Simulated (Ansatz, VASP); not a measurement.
BaTiO3: VASP beside Ansatz

INCAR

```
ALGO = Normal
EDIFF = 1E-6
ENCUT = 520
GGA = PE
ISIF = 2
ISMEAR = 0
LASPH = T
LCHARG = F
LREAL = Auto
LWAVE = F
NBANDS = 73
NELM = 60
PREC = Accurate
SIGMA = 0.05
```

Contents of KPOINTS:

```
k-points
0
Gamma
  6 6 2
```

The input POSCAR:

```
BaTiO3
1.0
    2.8630706609     -1.6529946168     -2.3563003513
    0.0000000000      3.3059892335     -2.3563003513
    9.2981806029      5.3683070741      7.6431988808
Ba Ti O
3 3 9
Direct
    0.9939419036      0.9939419036      0.8496386973
    0.9947421197      0.9947421197      0.2335576981
    0.9943420116      0.9943420116      0.5415981977
    0.4807034795      0.4807034795      0.0839217886
    0.4803033714      0.4803033714      0.3919622882
    0.4799032634      0.4799032634      0.7000027878
    0.5115094674      0.0221330471      0.0744360920
    0.5111093593      0.0217329390      0.3824765916
    0.5107092513      0.0213328310      0.6905170912
    0.0221330471      0.5115094674      0.0744360920
    0.0217329390      0.5111093593      0.3824765916
    0.0213328310      0.5107092513      0.6905170912
    0.5113136639      0.5113136639      0.2251838490
    0.5109135559      0.5109135559      0.5332243486
    0.5105134478      0.5105134478      0.8412648482
```

Input for Ansatz:

```yaml
crystal:
  lattice:
    - [2.8630706609, -1.6529946168, -2.3563003513]
    - [0.0, 3.3059892335, -2.3563003513]
    - [9.2981806029, 5.3683070741, 7.6431988808]
  atoms:
    - { symbol: Ba, position: [0.9939419036, 0.9939419036, 0.8496386973] }
    - { symbol: Ba, position: [0.9947421197, 0.9947421197, 0.2335576981] }
    - { symbol: Ba, position: [0.9943420116, 0.9943420116, 0.5415981977] }
    - { symbol: Ti, position: [0.4807034795, 0.4807034795, 0.0839217886] }
    - { symbol: Ti, position: [0.4803033714, 0.4803033714, 0.3919622882] }
    - { symbol: Ti, position: [0.4799032634, 0.4799032634, 0.7000027878] }
    - { symbol: O, position: [0.5115094674, 0.0221330471, 0.074436092] }
    - { symbol: O, position: [0.5111093593, 0.021732939, 0.3824765916] }
    - { symbol: O, position: [0.5107092513, 0.021332831, 0.6905170912] }
    - { symbol: O, position: [0.0221330471, 0.5115094674, 0.074436092] }
    - { symbol: O, position: [0.021732939, 0.5111093593, 0.3824765916] }
    - { symbol: O, position: [0.021332831, 0.5107092513, 0.6905170912] }
    - { symbol: O, position: [0.5113136639, 0.5113136639, 0.225183849] }
    - { symbol: O, position: [0.5109135559, 0.5109135559, 0.5332243486] }
    - { symbol: O, position: [0.5105134478, 0.5105134478, 0.8412648482] }
basis:
  ecutwfc: 420
kpoints:
  mp_grid: { grid: [6, 6, 2] }
hamiltonian:
  xc: pbe
scf:
  occupations: { method: gaussian, width: 0.05 }
output:
  forces: true
  stress: true
  eigenvalues: true
```

Alike in both runs: task single point; functional PBE; k mesh 6 × 6 × 2; occupations gaussian, width 0.05 eV; no spin polarisation.

|  | VASP | Ansatz |
| --- | --- | --- |
| version | VASP 6.6.1 | Ansatz 0.2.0 |
| potentials or method | VASP PAW PBE potentials, release 64 (Ba_sv, Ti_sv, O), cutoff 520 eV | scalar-relativistic, plane waves, PAW |
| valence electrons in the cell | 120 | 120 |

|  | VASP | Ansatz | Ansatz less VASP |
| --- | --- | --- | --- |
| gap on the k mesh at the Fermi level (eV) | 1.80 | 1.80 | +0.007 |
| least direct gap on the mesh (eV) | 2.70 | 2.70 | +0.002 |
| pressure (GPa) | -1.8 | -3.1 | -1.34 |
| traceless stress, the component that is largest in VASP (GPa) | -0.42 | -0.38 | +0.048 |
| rms of the force components (eV/Å) | 0.299 | 0.297 | -0.0016 |

Atom by atom the forces differ by 0.045 eV/Å (rms over components).

Neither program's run includes spin-orbit coupling.
